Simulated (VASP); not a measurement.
A run of VASP 6.6.1 is set up as follows.

Contents of INCAR:

```
ALGO = Normal ; EDIFF = 1E-7
ENCUT = 520 ; GGA = CA
ISIF = 2 ; ISMEAR = 0
LASPH = T ; LCHARG = F
LREAL = F ; LWAVE = F
NBANDS = 21 ; NELM = 60
PREC = Accurate ; SIGMA = 0.15
```

Contents of KPOINTS:

```
k-points
0
Gamma
  14 14 14
```

POSCAR

```
Ge
1.0
    0.0000000000      2.7123375155      3.0074623229
    2.7123375155      0.0000000000      3.0074623229
    2.7123375155      2.7123375155      0.0000000000
Ge
2
Direct
    0.5000000000      0.5000000000      0.5000000000
    0.7500000000      0.7500000000      0.7500000000
```

Potentials or basis: VASP PAW LDA potentials, release 64 (Ge_d).

Command:

```sh
$ cat potpaw_LDA.64/Ge_d/POTCAR > POTCAR
$ mpirun -np 1 vasp_std > vasp.out
```

Task: Estimate the band gap on the k mesh.

Result: Zero (bands 14 and 15 overlap by 0.37 eV).

Task: Predict the pressure.

Result: 0.5 GPa.

Stress tensor (GPa, compression positive):
```
 3.37  0.00  0.00
 0.00  3.37  0.00
 0.00  0.00 -5.37
```

Caveat: the cell differs from its parent crystal (the cell strained); semilocal functionals underestimate gaps, so a narrow gap can read as zero.
